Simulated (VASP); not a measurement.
# CuI (Marshite) (F-43m) in VASP: notebook

The runs below take CuI (Marshite) through single point, relaxation of cell and atoms, with BLYP+D4, LDA, PBEsol+D3(BJ), PBEsol+U.

Program: VASP 6.6.1. These are calculated values, not measurements. Logs are shortened: lines on timing, memory, paths and dates and some standing lists are left out, and cuts for length are marked.

## 1. The cell of the first run

The structure is cubic, space group F-43m (No. 216). The conventional cell has a = 6.015 Å, b = 6.015 Å, c = 6.015 Å, α = 90.00°, β = 90.00°, γ = 90.00°. Within 3.4 Å of I (site symmetry -43m) lie 4 Cu at 2.60 Å. Cu (site symmetry -43m) has 4 I at 2.60 Å within 3.4 Å.

## 2. Single point, BLYP+D4

Input file INCAR:

```
PREC = Accurate
ENCUT = 520
EDIFF = 1E-7
ISMEAR = -1
SIGMA = 0.05
LREAL = False
LASPH = True
NELM = 60
ALGO = Normal
ISIF = 2
LWAVE = False
LCHARG = False
GGA = B5
ALDAX = 1.0
AGGAX = 1.0
AGGAC = 1.0
ALDAC = 0.0
IVDW = 13
VDW_S6 = 1.0
VDW_S8 = 2.34076671
VDW_A1 = 0.44488865
VDW_A2 = 4.0933009
NBANDS = 16
```

Input file KPOINTS:

```
Automatic mesh
0
Gamma
  8 8 8
```

Input file POSCAR:

```
CuI
1.0
    0.0000000000      3.0076587410      3.0076587410
    3.0076587410      0.0000000000      3.0076587410
    3.0076587410      3.0076587410      0.0000000000
I Cu
1 1
Direct
    0.0000000000      0.0000000000      0.0000000000
    0.7500000000      0.7500000000      0.7500000000
```

Potentials or basis: VASP PAW PBE potentials, release 64 (I, Cu).

Run with:

```bash
cat potpaw_PBE.64/I/POTCAR potpaw_PBE.64/Cu/POTCAR > POTCAR
mpirun -np 1 vasp_std > vasp.out
```

OUTCAR:

```text
PREC = Accurate
   ENCUT = 520
   EDIFF = 1E-7
   ISMEAR = -1
   LREAL = False
   LASPH = True
   NELM = 60
   ISIF = 2
   GGA = B5
   IVDW = 13

 ion  position               nearest neighbor table
   1  0.000  0.000  0.000-   2 2.60   2 2.60   2 2.60   2 2.60
   2  0.750  0.750  0.750-   1 2.60   1 2.60   1 2.60   1 2.60

  LATTYP: Found a face centered cubic cell.
 ALAT       =     6.0153174820

  Lattice vectors:

 A1 = (   0.0000000000,   3.0076587410,   3.0076587410)
 A2 = (   3.0076587410,   0.0000000000,   3.0076587410)
 A3 = (   3.0076587410,   3.0076587410,   0.0000000000)

Analysis of symmetry for initial positions (statically):
=====================================================================
 Subroutine PRICEL returns:
 Original cell was already a primitive cell.

 Routine SETGRP: Setting up the symmetry group for a
 face centered cubic supercell.

 Subroutine GETGRP returns: Found 24 space group operations
 (whereof 24 operations were pure point group operations)
 out of a pool of 48 trial point group operations.

The static configuration has the point symmetry T_d .

Analysis of symmetry for dynamics (positions and initial velocities):
=====================================================================
 Subroutine PRICEL returns:
 Original cell was already a primitive cell.

 Routine SETGRP: Setting up the symmetry group for a
 face centered cubic supercell.

 Subroutine GETGRP returns: Found 24 space group operations
 (whereof 24 operations were pure point group operations)
 out of a pool of 48 trial point group operations.

The dynamic configuration has the point symmetry T_d .

 Subroutine INISYM returns: Found 24 space group operations
 (whereof 24 operations are pure point group operations),
 and found     1 'primitive' translations

----------------------------------------------------------------------------------------

                                     Primitive cell

  volume of cell :      54.4146

  direct lattice vectors                    reciprocal lattice vectors
     0.000000000  3.007658741  3.007658741    -0.166242265  0.166242265  0.166242265
     3.007658741  0.000000000  3.007658741     0.166242265 -0.166242265  0.166242265
     3.007658741  3.007658741  0.000000000     0.166242265  0.166242265 -0.166242265

  length of vectors
     4.253471783  4.253471783  4.253471783     0.287940049  0.287940049  0.287940049

  position of ions in fractional coordinates (direct lattice)
     0.000000000  0.000000000  0.000000000
     0.750000000  0.750000000  0.750000000

  ion indices of the primitive-cell ions
   primitive index   ion index
                 1           1
                 2           2

----------------------------------------------------------------------------------------

 KPOINTS: Automatic mesh

Automatic generation of k-mesh.
 Grid dimensions read from file:
 generate k-points for:    8    8    8

 Generating k-lattice:

  Cartesian coordinates                     Fractional coordinates (reciprocal lattice)
    -0.020780283  0.020780283  0.020780283     0.125000000  0.000000000  0.000000000
     0.020780283 -0.020780283  0.020780283     0.000000000  0.125000000  0.000000000
     0.020780283  0.020780283 -0.020780283     0.000000000  0.000000000  0.125000000

  Length of vectors
     0.035992506  0.035992506  0.035992506

  Shift w.r.t. Gamma in fractional coordinates (k-lattice)
     0.000000000  0.000000000  0.000000000

 Subroutine IBZKPT returns following result:
 ===========================================

 Found     29 irreducible k-points:

 Following reciprocal coordinates:
            Coordinates               Weight
  0.000000  0.000000  0.000000      1.000000
  0.125000  0.000000  0.000000      8.000000
  0.250000  0.000000  0.000000      8.000000
  0.375000  0.000000  0.000000      8.000000
  0.500000  0.000000  0.000000      4.000000
  0.125000  0.125000  0.000000      6.000000
[... 16 lines left out ...]
  0.500000  0.250000  0.125000     48.000000
 -0.375000  0.250000  0.125000     24.000000
 [... further k-points ...]
   k-points           NKPTS =     29   k-points in BZ     NKDIM =     29   number of bands    NBANDS=     16
   number of dos      NEDOS =    301   number of ions     NIONS =      2
   total plane-waves  NPLWV =  32768
   dimension x,y,z NGX =    32 NGY =   32 NGZ =   32
   dimension x,y,z NGXF=    64 NGYF=   64 NGZF=   64
   ions per type =               1   1
   NGX,Y,Z   is equivalent  to a cutoff of  12.51, 12.51, 12.51 a.u.
   NGXF,Y,Z  is equivalent  to a cutoff of  25.01, 25.01, 25.01 a.u.
 SYSTEM =  unknown system
   PREC   = accura    normal or accurate (medium, high low for compatibility)
   ISTART =      0    job   : 0-new  1-cont  2-samecut
   ICHARG =      2    charge: 1-file 2-atom 10-const
   ISPIN  =      1    spin polarized calculation?
   LNONCOLLINEAR =      F non collinear calculations
   LSORBIT =      F    spin-orbit coupling
   LASPH  =      T    aspherical Exc in radial PAW
   ENCUT  =  520.0 eV  38.22 Ry    6.18 a.u.   7.91  7.91  7.91*2*pi/ulx,y,z
   NELM   =     60;   NELMIN=  2; NELMDL= -5     # of ELM steps
   EDIFF  = 0.1E-06   stopping-criterion for ELM
   LREAL  =      F    real-space projection
   EDIFFG = 0.1E-05   stopping-criterion for IOM
   NSW    =      0    number of steps for IOM
   IBRION =     -1    ionic relax: 0-MD 1-quasi-New 2-CG
   NFREE  =      0    steps in history (QN), initial steepest desc. (CG)
   ISIF   =      2    stress and relaxation
   ISYM   =      2    0-nonsym 1-usesym 2-fastsym
   POTIM  = 0.5000    time-step for ionic-motion
   TEBEG  =    0.0;   TEEND  =   0.0 temperature during run
   PSTRESS=    0.0 pullay stress
   NELECT =      18.0000    total number of electrons
   NUPDOWN=      -1.0000    fix difference up-down
   EMIN   =  10.00;   EMAX   =-10.00  energy-range for DOS
   EFERMI =   0.00;   METHOD = LEGACY
   ISMEAR =    -1;   SIGMA  =   0.05  broadening in eV -4-tet -1-fermi 0-gaus
   EFERMI_NEDOS =   21; number of points for ismear=-14 and -15
   IALGO  =     38    algorithm
   IMIX   =      4    mixing-type and parameters
     AMIX     =   0.40;   BMIX     =  1.00
     AMIX_MAG =   1.60;   BMIX_MAG =  1.00
  volume/ion in A,a.u.               =      27.21       183.60
  Fermi-wavevector in a.u.,A,eV,Ry     =   1.132210  2.139567 17.441311  1.281900
  Thomas-Fermi vector in A             =   2.268911
   LORBIT       =      0    0 simple, 1 ext, 2 COOP (PROOUT), +10 PAW based schemes
   GGA     = B5    functional components
   LHFCALC =     F    Hartree Fock is set to
   AEXX    =    0.0000 exact exchange contribution
   IVDW    =    13    specifies the selected vdW correction
   LEPSILON=     F    determine dielectric tensor
   LRPA    =     F    only Hartree local field effects (RPA)
 non-spin polarized calculation
  energy-cutoff  :      520.00
  volume of cell :       54.41
 maximum number of plane-waves:      1477
   NGX = 15   NGY = 15   NGZ = 15

 number of electron      18.0000015 magnetization

 Free energy of the ion-electron system (eV)
  ---------------------------------------------------
  ext. energy  EPLUGINS =         0.00000000
  ---------------------------------------------------
  free energy    TOTEN  =        -4.56115926 eV

  energy without entropy =       -4.56115922  energy(sigma->0) =       -4.56115924

 E-fermi :   5.7349     XC(G=0):  -8.5279

 val. band max:        5.0510588971   @ k =   0.0000   0.0000   0.0000
 cond. band min:       6.3405454060   @ k =   0.0000   0.0000   0.0000
 fundamental gap:      1.2894865089
 Fermi energy:         5.7349343926

 k-point     1 :       0.0000    0.0000    0.0000
  band No.  band energies     occupation
      1      -9.0301      2.00000
      2       1.3347      2.00000
      3       1.3347      2.00000
      4       1.3347      2.00000
      5       3.0775      2.00000
      6       3.0775      2.00000
[... 8 lines left out ...]
     15      14.8219      0.00000
     16      14.8219      0.00000

 k-point     2 :       0.1250    0.0000    0.0000
  band No.  band energies     occupation
      1      -8.9545      2.00000
      2       1.0532      2.00000
      3       1.3427      2.00000
      4       1.3427      2.00000
      5       3.0714      2.00000
      6       3.0714      2.00000
[... 8 lines left out ...]
     15      14.1543      0.00000
     16      14.1554      0.00000

 k-point     3 :       0.2500    0.0000    0.0000
  band No.  band energies     occupation
      1      -8.7605      2.00000
      2       0.3690      2.00000
      3       1.3590      2.00000
      4       1.3590      2.00000
      5       3.0684      2.00000
      6       3.0684      2.00000
[... 8 lines left out ...]
     15      13.9531      0.00000
     16      14.1737      0.00000

 k-point     4 :       0.3750    0.0000    0.0000
  band No.  band energies     occupation
      1      -8.5470      2.00000
      2      -0.3063      2.00000
      3       1.3703      2.00000
      4       1.3703      2.00000
      5       3.0882      2.00000
      6       3.0882      2.00000
[... 8 lines left out ...]
     15      14.8792      0.00000
     16      14.8792      0.00000
[... 324 lines left out ...]
 k-point    22 :       0.3750    0.2500    0.1250
  band No.  band energies     occupation
      1      -8.6096      2.00000
      2       0.1663      2.00000
      3       1.1437      2.00000
      4       1.3528      2.00000
      5       3.0084      2.00000
      6       3.1148      2.00000
[... 8 lines left out ...]
     15      15.5283      0.00000
     16      16.5680      0.00000

 k-point    23 :       0.5000    0.2500    0.1250
  band No.  band energies     occupation
      1      -8.4321      2.00000
      2      -0.1744      2.00000
      3       0.9244      2.00000
      4       1.3468      2.00000
      5       3.0317      2.00000
      6       3.0932      2.00000
[... 8 lines left out ...]
     15      15.8907      0.00000
     16      16.7828      0.00000

 k-point    24 :      -0.3750    0.2500    0.1250
  band No.  band energies     occupation
      1      -8.3541      2.00000
      2      -0.3203      2.00000
      3       0.8264      2.00000
      4       1.3378      2.00000
      5       3.0128      2.00000
      6       3.0896      2.00000
[... 8 lines left out ...]
     15      16.0488      0.00000
     16      16.5710      0.00000

 [... further k-points ...]

------------------------ aborting loop because EDIFF is reached ----------------------------------------

  DFT-D4 for vdW energy calculation

  Edisp (eV):   -1.41330

  FORCE on cell =-STRESS in cart. coord.  units (eV):
  Direction    XX          YY          ZZ          XY          YZ          ZX
  --------------------------------------------------------------------------------------
  -------------------------------------------------------------------------------------
  Total       0.04561     0.04561     0.04561     0.00000     0.00000     0.00000
  in kB       1.34297     1.34297     1.34297     0.00000     0.00000     0.00000
  external pressure =        1.34 kB  Pullay stress =        0.00 kB

 VOLUME and BASIS-vectors are now :
 -----------------------------------------------------------------------------
  energy-cutoff  :      520.00
  volume of cell :       54.41
      direct lattice vectors                 reciprocal lattice vectors
     0.000000000  3.007658741  3.007658741    -0.166242265  0.166242265  0.166242265
     3.007658741  0.000000000  3.007658741     0.166242265 -0.166242265  0.166242265
     3.007658741  3.007658741  0.000000000     0.166242265  0.166242265 -0.166242265

 POSITION                                       TOTAL-FORCE (eV/Angst)
 -----------------------------------------------------------------------------------
      0.00000      0.00000      0.00000         0.000000      0.000000      0.000000
      4.51149      4.51149      4.51149        -0.000000     -0.000000     -0.000000
 -----------------------------------------------------------------------------------
    total drift:                                0.000002      0.000002      0.000002

  FREE ENERGIE OF THE ION-ELECTRON SYSTEM (eV)
  ---------------------------------------------------
  free  energy   TOTEN  =        -5.9744579560 eV

  energy  without entropy=       -5.9744579251  energy(sigma->0) =       -5.97445794
```

Run time: 18 s. Hardware: 1 thread of Intel Xeon 6975P-C (Granite Rapids), shared host; peak memory 0.18 GiB.

Results:

```
Free energy                : -5.9745 eV
Pressure                   : 0.1 GPa
Band gap on the k mesh     : 1.29 eV, direct
Dispersion energy per atom : -0.707 eV
```

Levels at points of the mesh, in eV from the valence-band top:
| k point | band 6 | band 7 | band 8 | band 9 | band 10 | band 11 | band 12 | band 13 |
| --- | --- | --- | --- | --- | --- | --- | --- | --- |
| (0.00, 0.00, 0.00) | -1.97 | 0.00 | 0.00 | 0.00 | 1.29 | 4.96 | 4.96 | 4.96 |
| (0.50, 0.00, 0.00) | -1.95 | -1.90 | -0.75 | -0.75 | 2.25 | 5.51 | 5.51 | 7.67 |
| (0.50, 0.50, 0.00) | -1.90 | -1.89 | -1.60 | -1.60 | 2.85 | 2.97 | 9.46 | 9.94 |

Caveat: the PAW data sets were made with another functional, which shifts forces and pressure a little; spin-orbit coupling is left out, which moves the levels of the heavy elements.

## 3. Relaxation of cell and atoms, BLYP+D4

This run uses another cell than the first one, of 27.86 Å³/atom, 1.024 times its volume.

Input file INCAR:

```
SYSTEM = CuI
  PREC = Accurate
  ENCUT = 600
  EDIFF = 1E-6
  ISMEAR = -1
  SIGMA = 0.05
  LREAL = .FALSE.
  LASPH = .TRUE.
  NELM = 100
  ALGO = Normal
  ISIF = 3
  LWAVE = .FALSE.
  LCHARG = .FALSE.
  GGA = B5
  ALDAX = 1.0
  AGGAX = 1.0
  AGGAC = 1.0
  ALDAC = 0.0
  IVDW = 13
  VDW_S6 = 1.0
  VDW_S8 = 2.34076671
  VDW_A1 = 0.44488865
  VDW_A2 = 4.0933009
  IBRION = 2
  NSW = 80
  EDIFFG = -0.01
```

Input file KPOINTS:

```
regular mesh
0
G
  8 8 8
  0 0 0
```

Input file POSCAR:

```
CuI
1.0
    0.0000000000      3.0315000000      3.0315000000
    3.0315000000      0.0000000000      3.0315000000
    3.0315000000      3.0315000000      0.0000000000
I Cu
1 1
Direct
    0.0000000000      0.0000000000      0.0000000000
    0.7500000000      0.7500000000      0.7500000000
```

Potentials or basis: VASP PAW PBE potentials, release 64 (I, Cu).

Run with:

```bash
cat potpaw_PBE.64/I/POTCAR potpaw_PBE.64/Cu/POTCAR > POTCAR
mpirun -np 1 vasp_std > vasp.out
```

OUTCAR:

```text
SYSTEM = CuI
   PREC = Accurate
   ENCUT = 600
   EDIFF = 1E-6
   ISMEAR = -1
   LREAL = .FALSE.
   LASPH = .TRUE.
   NELM = 100
   ISIF = 3
   GGA = B5
   IVDW = 13
   IBRION = 2
   NSW = 80
   EDIFFG = -0.01

 ion  position               nearest neighbor table
   1  0.000  0.000  0.000-   2 2.63   2 2.63   2 2.63   2 2.63
   2  0.750  0.750  0.750-   1 2.63   1 2.63   1 2.63   1 2.63

  LATTYP: Found a face centered cubic cell.
 ALAT       =     6.0630000000

  Lattice vectors:

 A1 = (   0.0000000000,   3.0315000000,   3.0315000000)
 A2 = (   3.0315000000,   0.0000000000,   3.0315000000)
 A3 = (   3.0315000000,   3.0315000000,   0.0000000000)

Analysis of symmetry for initial positions (statically):
=====================================================================
 Subroutine PRICEL returns:
 Original cell was already a primitive cell.

 Routine SETGRP: Setting up the symmetry group for a
 face centered cubic supercell.

 Subroutine GETGRP returns: Found 24 space group operations
 (whereof 24 operations were pure point group operations)
 out of a pool of 48 trial point group operations.

The static configuration has the point symmetry T_d .

Analysis of symmetry for dynamics (positions and initial velocities):
=====================================================================
 Subroutine PRICEL returns:
 Original cell was already a primitive cell.

 Routine SETGRP: Setting up the symmetry group for a
 face centered cubic supercell.

[... 151 lines left out ...]
  free energy    TOTEN  =        -4.59594787 eV

  energy without entropy =       -4.59594781  energy(sigma->0) =       -4.59594784

------------------------ aborting loop because EDIFF is reached ----------------------------------------

  DFT-D4 for vdW energy calculation

  Edisp (eV):   -1.37567
[... 71 lines left out ...]
--------------------------------------- Ionic step        3  -------------------------------------------

 number of electron      17.9999998 magnetization

 Free energy of the ion-electron system (eV)
  ---------------------------------------------------
  ext. energy  EPLUGINS =         0.00000000
  ---------------------------------------------------
  free energy    TOTEN  =        -4.56570519 eV

  energy without entropy =       -4.56570516  energy(sigma->0) =       -4.56570518

 E-fermi :   5.7014     XC(G=0):  -8.5164

 val. band max:        5.0209885743   @ k =   0.0000   0.0000   0.0000
 cond. band min:       6.3030875574   @ k =   0.0000   0.0000   0.0000
 fundamental gap:      1.2820989831
 Fermi energy:         5.7014104065

 k-point     1 :       0.0000    0.0000    0.0000
  band No.  band energies     occupation
      1      -9.0458      2.00000
      2       1.3171      2.00000
      3       1.3171      2.00000
      4       1.3171      2.00000
      5       3.0587      2.00000
      6       3.0587      2.00000
      7       5.0210      2.00000
      8       5.0210      2.00000
      9       5.0210      2.00000
     10       6.3031      0.00001
     11       9.9842      0.00000
     12       9.9842      0.00000
     13       9.9842      0.00000
[... 354 lines left out ...]
  band No.  band energies     occupation
      1      -8.3744      2.00000
      2      -0.3349      2.00000
      3       0.8095      2.00000
      4       1.3194      2.00000
      5       2.9943      2.00000
      6       3.0707      2.00000
      7       3.1899      2.00000
      8       3.6454      2.00000
      9       3.9631      2.00000
     10       8.6058      0.00000
     11       9.8365      0.00000
     12      11.3646      0.00000
     13      12.6336      0.00000

 [... further k-points ...]

------------------------ aborting loop because EDIFF is reached ----------------------------------------

  DFT-D4 for vdW energy calculation

  Edisp (eV):   -1.40909
[... 25 lines left out ...]
  FREE ENERGIE OF THE ION-ELECTRON SYSTEM (eV)
  ---------------------------------------------------
  free  energy   TOTEN  =        -5.9747984316 eV

  energy  without entropy=       -5.9747983984  energy(sigma->0) =       -5.97479842

 reached required accuracy - stopping structural energy minimisation
```

CONTCAR:

```text
CuI
   1.00000000000000
    -0.0000000000000000    3.0102951772654341    3.0102951772654341
     3.0102951772654341    0.0000000000000000    3.0102951772654341
     3.0102951772654341    3.0102951772654341    0.0000000000000000
  I               Cu
     1     1
Direct
     0.0000000000000000    0.0000000000000000    0.0000000000000000
     0.7500000000000000    0.7500000000000000    0.7500000000000000

  0.00000000E+00  0.00000000E+00  0.00000000E+00
  0.00000000E+00  0.00000000E+00  0.00000000E+00
```

Run time: 49 s. Hardware: 1 thread of Intel Xeon 6975P-C (Granite Rapids), shared host; peak memory 0.22 GiB.

What came out:

```
Free energy                            : -5.9748 eV
Relaxed volume                         : 27.28 Å³/atom
Relaxed cell                           : a = 4.257 Å, b = 4.257 Å, c = 4.257 Å, α = 60.00°, β = 60.00°, γ = 60.00°
Space group after relaxing (to 0.05 Å) : F-43m (No. 216)
Energy gained by relaxing              : 1.6 meV/atom
Ionic steps                            : 3
Pressure after relaxing                : 0.0 GPa
Band gap on the k mesh                 : 1.28 eV, direct
Dispersion energy per atom             : -0.705 eV
```

The path:
| step | energy change (eV) | largest force (eV/Å) | pressure (GPa) | volume (Å³) |
| --- | --- | --- | --- | --- |
| 1 | 0.0000 | 0.0000 | -0.89 | 55.72 |
| 2 | -0.0031 | 0.0000 | 0.06 | 54.47 |
| 3 | -0.0032 | 0.0000 | 0.01 | 54.56 |

Final structure:
```yaml
crystal:
  lattice:
    - [0.00000, 3.01030, 3.01030]
    - [3.01030, 0.00000, 3.01030]
    - [3.01030, 3.01030, 0.00000]
  atoms:
    - { symbol: I, position: [0.00000, 0.00000, 0.00000] }
    - { symbol: Cu, position: [0.75000, 0.75000, 0.75000] }
```

Caveat: the PAW data sets were made with another functional, which shifts forces and pressure a little; spin-orbit coupling is left out, which moves the levels of the heavy elements. BLYP gaps usually lie below the measured ones, often by a third to a half.

[end of part 1 of 2]
